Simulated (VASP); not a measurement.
Write the native input for VASP 6.6.1 that does the following.

- Task: single point
- Functional: PBE
- Potentials or basis: VASP PAW PBE potentials, release 64 (Mo_sv, S)
- Cutoff: 520 eV
- k mesh: 9 × 9 × 4
- Occupations: gaussian, width 0.018 eV
- Spin: no spin polarisation
- Dipole correction: no
- Further INCAR settings: ALGO = Normal; EDIFF = 1e-06; NBANDS = 20

The structure of MoS2 lies in POSCAR:

```
MoS2
1.0
    3.2274645616      0.0000000000      0.0000000000
   -1.6137322808      2.7950663001      0.0000000000
    0.0000000000      0.0000000000      6.3124734200
Mo S
1 2
Direct
    0.0000000000      0.0000000000      0.5000000000
    0.6666666667      0.3333333333      0.7446806800
    0.3333333333      0.6666666667      0.2553193200
```

The input as run:

INCAR

```
ALGO     = Normal         # electronic algorithm
EDIFF    = 1E-6           # SCF threshold, eV
ENCUT    = 520            # plane-wave cutoff, eV
GGA      = PE             # functional
ISIF     = 2              # what is computed and relaxed
ISMEAR   = 0              # smearing method
LASPH    = T              # aspherical terms in the spheres
LCHARG   = F              # write CHGCAR
LREAL    = F              # projectors in reciprocal space
LWAVE    = F              # write WAVECAR
NBANDS   = 20             # bands
NELM     = 60             # most SCF steps
PREC     = Accurate       # precision mode
SIGMA    = 0.018000000000000002 # smearing width, eV
```

KPOINTS

```
k-points
0
Gamma
  9 9 4
```

Potentials or basis: VASP PAW PBE potentials, release 64 (Mo_sv, S).

Run with:

```sh
$ cat potpaw_PBE.64/Mo_sv/POTCAR potpaw_PBE.64/S/POTCAR > POTCAR
$ mpirun -np 1 vasp_std > vasp.out
```

It gave:

The pressure is 0.9 GPa. The largest force is 0.290 eV/Å and the band gap on the k mesh is zero (band 13 reaches 7.55 eV, above the bottom of band 14 at 6.52 eV).

Caveat: this functional lacks dispersion, which binds the layers, so the pressure and a relaxed spacing across them are unreliable.

It took 19 s on 1 thread of Intel(R) Xeon(R) Platinum 8559C (Emerald Rapids) (shared host), peak memory 0.19 GiB.
